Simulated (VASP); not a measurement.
Write the native input for VASP 6.6.1 that does the following.

* Task: single point
* Functional: LDA
* Potentials or basis: VASP PAW LDA potentials, release 64 (W_sv, C)
* Cutoff: 520 eV
* k mesh: 2 × 2 × 2
* Occupations: fermi-dirac, width 0.002 eV
* Spin: no spin polarisation
* Dipole correction: no
* Further INCAR settings: LREAL = Auto; ALGO = Normal; EDIFF = 1e-07; NBANDS = 86

The structure of WC lies in POSCAR:

```
WC
1.0
   -2.9952430000     -5.1879140000      0.0000000000
    4.4928650000     -2.5939570000      0.0000000000
    0.0000000000      0.0000000000      5.8606050000
W C
8 8
Direct
    0.7480311877      0.5412882823     -0.0209875943
    0.7537721573      0.4689726439      0.4857007084
    0.4938470011     -0.0081480807      0.0561034228
    0.5509289806     -0.0154097279      0.5400125072
    0.2518747645      0.4846631548     -0.0260382674
    0.2305225370      0.4934426063      0.4805476568
   -0.0149136006      0.0036124259      0.0172678418
    0.0162485149      0.0056685991      0.4683816773
    0.5193182976      0.6750001382      0.2827865041
    0.4648607124      0.6922021460      0.7324670405
    0.2255050276      0.1912904918      0.2368526799
    0.0289937121      0.3168453121      0.7078620723
   -0.0030159890      0.6656034357      0.2527896011
   -0.0013710414      0.7480512764      0.7434727302
    0.7675942686      0.1701211499      0.2406577478
    0.5340665488      0.2712877177      0.7881780123
```

One way to write it, as run:

INCAR

```
SYSTEM = WC
PREC     = Accurate       ! precision mode
ENCUT    = 520            ! plane-wave cutoff, eV
EDIFF    = 1E-7           ! SCF threshold, eV
ISMEAR   = -1             ! smearing method
SIGMA    = 0.002          ! smearing width, eV
LREAL    = Auto         
LASPH    = .TRUE.         ! aspherical terms in the spheres
NELM     = 80             ! most SCF steps
ALGO     = Normal         ! electronic algorithm
ISIF     = 2              ! what is computed and relaxed
LWAVE    = .FALSE.        ! write WAVECAR
LCHARG   = .FALSE.        ! write CHGCAR
NBANDS   = 86             ! bands
```

KPOINTS

```
regular mesh
0
G
  2 2 2
  0 0 0
```

Potentials or basis: VASP PAW LDA potentials, release 64 (W_sv, C).

Run with:

```console
$ cat potpaw_LDA.64/W_sv/POTCAR potpaw_LDA.64/C/POTCAR > POTCAR
$ mpirun -np 1 vasp_std > vasp.out
```

Results of the run:

```
Pressure               : -16.8 GPa
Largest force          : 3.086 eV/Å
Band gap on the k mesh : zero (bands 72 and 73 overlap by 0.32 eV)
```

Caveat: the k points lie up to 0.61 Å⁻¹ apart; spin-orbit coupling is left out, which moves the levels of the heavy elements; forces of over 1 eV/Å act on the atoms, so gaps and moduli don't describe the material at rest.

It took 7.2 min on 1 thread of Intel Xeon 8259CL (shared host), peak memory 0.29 GiB.
